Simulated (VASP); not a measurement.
Write the native input for VASP 6.6.1 that does the following.

| Property | Result |
| --- | --- |
| Task | electric field gradients |
| Functional | PBE |
| Potentials or basis | VASP PAW PBE potentials, release 64 (Zr_sv) |
| Cutoff | 520 eV |
| k mesh | 14 × 14 × 14 |
| Occupations | fermi-dirac, width 0.08 eV |
| Spin | no spin polarisation |
| Dipole correction | no |
| Further INCAR settings | ALGO = Normal; EDIFF = 1e-08; NBANDS = 12 |

The structure of Zr lies in POSCAR:

```
Zr
1.0
   -1.8100000000      1.8100000000      1.8100000000
    1.8100000000     -1.8100000000      1.8100000000
    1.8100000000      1.8100000000     -1.8100000000
Zr
1
Direct
    0.0000000000      0.0000000000      0.0000000000
```

One way to write it, as run:

INCAR

```
SYSTEM = Zr
PREC = Accurate ; ENCUT = 520
EDIFF = 1E-8 ; ISMEAR = -1
SIGMA = 0.08 ; LREAL = .FALSE.
LASPH = .TRUE. ; NELM = 80
ALGO = Normal ; ISIF = 2
LWAVE = .FALSE. ; LCHARG = .FALSE.
GGA = PE ; LEFG = .TRUE.
NBANDS = 12
```

KPOINTS

```
regular mesh
0
G
  14 14 14
  0 0 0
```

Potentials or basis: VASP PAW PBE potentials, release 64 (Zr_sv).

Run with:

```console
$ cat potpaw_PBE.64/Zr_sv/POTCAR > POTCAR
$ mpirun -np 1 vasp_std > vasp.out
```

It gave:

| Quantity | Value |
| --- | --- |
| Pressure | -3.0 GPa |
| Band gap on the k mesh | zero (band 6 reaches 9.62 eV, above the bottom of band 7 at 7.88 eV) |

Caveat: without QUAD_EFG the Cq values of the log hold for a quadrupole moment of 1 mb, not for the nuclei.

It took 11 s on 1 thread of Intel(R) Xeon(R) Platinum 8488C (Sapphire Rapids) (shared host), peak memory 0.15 GiB.
